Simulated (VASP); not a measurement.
InP, 2 atoms in the cell. Symmetry: F-43m, No. 216, cubic system. The conventional cell has a = 5.827 Å, b = 5.827 Å, c = 5.827 Å, α = 90.00°, β = 90.00°, γ = 90.00°. In (site symmetry -43m) has 4 P at 2.52 Å within 3.3 Å. Within 3.3 Å of P (site symmetry -43m) lie 4 In at 2.52 Å. 

* Program: VASP 6.6.1
* Task: single point
* Functional: LDA
* Potentials or basis: VASP PAW LDA potentials, release 64 (In_d, P)
* Cutoff: 520 eV
* k mesh: 6 × 6 × 6
* Occupations: fermi-dirac, width 0.02 eV
* Spin: no spin polarisation
* Dipole correction: no
* Further INCAR settings: ALGO = Normal; EDIFF = 1e-06; NBANDS = 16

Potentials or basis: VASP PAW LDA potentials, release 64 (In_d, P).

Launch:

```sh
$ cat potpaw_LDA.64/In_d/POTCAR potpaw_LDA.64/P/POTCAR > POTCAR
$ mpirun -np 1 vasp_std > vasp.out
```

Hardware: 1 thread of Intel Xeon 8259CL, with other jobs on the host.

Task: How long does it take, and how much memory?

Result: Wall time 18 s on 1 thread of Intel Xeon 8259CL, on a shared host, peak memory 0.15 GiB. Counts: scf iterations 13, k points 16.
